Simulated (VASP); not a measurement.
Write the native input for VASP 6.6.1 that does the following.

| Property | Result |
| --- | --- |
| Task | relaxation of cell and atoms |
| Functional | PBE |
| Dispersion | D4 |
| Potentials or basis | VASP PAW PBE potentials, release 64 (Al, O) |
| Cutoff | 600 eV |
| k mesh | 7 × 7 × 7 |
| Occupations | fermi-dirac, width 0.05 eV |
| Spin | no spin polarisation |
| Dipole correction | no |
| Further INCAR settings | ALGO = Normal; EDIFF = 1e-06; IBRION = 2; EDIFFG = -0.01; NSW = 60; ISIF = 3 |

The structure of Al2O3 lies in POSCAR:

```
Al2O3
1.0
    2.3802500000      1.3742379782      4.3318666667
   -2.3802500000      1.3742379782      4.3318666667
    0.0000000000     -2.7484759565      4.3318666667
Al O
4 6
Direct
    0.8521600000      0.8521600000      0.8521600000
    0.6478400000      0.6478400000      0.6478400000
    0.1478400000      0.1478400000      0.1478400000
    0.3521600000      0.3521600000      0.3521600000
    0.0566800000      0.7500000000      0.4433200000
    0.7500000000      0.4433200000      0.0566800000
    0.4433200000      0.0566800000      0.7500000000
    0.9433200000      0.2500000000      0.5566800000
    0.2500000000      0.5566800000      0.9433200000
    0.5566800000      0.9433200000      0.2500000000
```

The input as run:

INCAR

```
SYSTEM = Al2O3
ALGO = Normal
EDIFF = 1E-6
EDIFFG = -0.01
ENCUT = 600
GGA = PE
IBRION = 2
ISIF = 3
ISMEAR = -1
IVDW = 13
LASPH = .TRUE.
LCHARG = .FALSE.
LREAL = .FALSE.
LWAVE = .FALSE.
NELM = 80
NSW = 60
PREC = Accurate
SIGMA = 0.05
```

KPOINTS

```
k-points
0
G
  7 7 7
  0 0 0
```

Potentials or basis: VASP PAW PBE potentials, release 64 (Al, O).

Run with:

```console
$ cat potpaw_PBE.64/Al/POTCAR potpaw_PBE.64/O/POTCAR > POTCAR
$ mpirun -np 1 vasp_std > vasp.out
```

Results of the run:

```json
{
 "Relaxed volume": "8.57 Å³/atom",
 "Relaxed cell": "a = 5.142 Å, b = 5.142 Å, c = 5.142 Å, α = 55.33°, β = 55.33°, γ = 55.33°",
 "Space group after relaxing (to 0.1 Å)": "R-3c (No. 167)",
 "Energy gained by relaxing": "0.4 meV/atom",
 "Ionic steps": "5",
 "Pressure after relaxing": "0.0 GPa",
 "Largest force after relaxing": "0.004 eV/Å",
 "Band gap on the k mesh": "6.11 eV",
 "Dispersion energy per atom": "-0.268 eV"
}
```

Wall time 13 min on 1 thread of Intel Xeon 8259CL, on a shared host, peak memory 0.32 GiB.
